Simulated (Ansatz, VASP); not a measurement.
GaN: VASP beside Ansatz

```
Ga N
1.0
     1.45459   -6.24561    0.00000
     1.45459    6.24561    0.00000
     0.00000    0.00000    2.91347
Ga N
2 2
Direct
  0.66639 0.33361 0.75000
  0.33361 0.66639 0.25000
  0.83952 0.16048 0.75000
  0.16048 0.83952 0.25000
```

Change from the starting cell: species swapped into the PbSe type (Cmcm, No. 63).

Alike in both runs: functional PBE; k mesh 10 × 10 × 10; occupations gaussian, width 0.02 eV; no spin polarisation.

Ansatz relaxed the structure, and its values are those at the end. VASP's run is a single point on that final structure, the one shown.

```csv
,VASP,Ansatz
version,VASP 6.6.1,Ansatz 0.2.0
potentials or method,"VASP PAW PBE potentials, release 64 (Ga_d, N), cutoff 520 eV","scalar-relativistic, plane waves, PAW"
valence electrons in the cell,36,36
```

|  | VASP | Ansatz | Ansatz less VASP |
| --- | --- | --- | --- |
| gap on the k mesh at the Fermi level (eV) | 0.69 | 0.69 | +0.003 |
| least direct gap on the mesh (eV) | 1.89 | 1.90 | +0.005 |
| pressure (GPa) | 0.5 | 0.0 | -0.53 |
| rms of the force components (eV/Å) | 0.016 | 0.000 | -0.0162 |
